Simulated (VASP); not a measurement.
Runs of VASP 6.6.1 on Rh. It takes space group Fm-3m (No. 225, cubic). Conventional cell: a = 3.796 Å, b = 3.796 Å, c = 3.796 Å, α = 90.00°, β = 90.00°, γ = 90.00°. Within 3.5 Å of Rh (site symmetry m-3m) lie 12 Rh at 2.68 Å. 

```csv
level,potentials or basis,gap on the mesh (eV),pressure (GPa)
LDA,"VASP PAW LDA potentials, release 64 (Rh_pv)",none,-8.9
RPBE,"VASP PAW PBE potentials, release 64 (Rh_pv)",none,12.6
BLYP,"VASP PAW PBE potentials, release 64 (Rh_pv)",none,(a)
revPBE,"VASP PAW PBE potentials, release 64 (Rh_pv)",none,11.2
```

Alike in all rows: task single point; no spin polarisation; cell as given; k mesh 14 × 14 × 14; cutoff (eV) 500; smearing methfessel-paxton 0.1 eV.

Fill in the values left out.

(a) 22.1.

Caveats: the cell stands under pressure (at least some runs); the PAW data sets were made with another functional, which shifts forces and pressure a little (at least some runs); the cell stands under tension (at least some runs).

A k mesh can miss the band edges, and the runs leave out spin-orbit coupling on Rh.

A gap of «none» marks levels without a gap at the run's occupations.
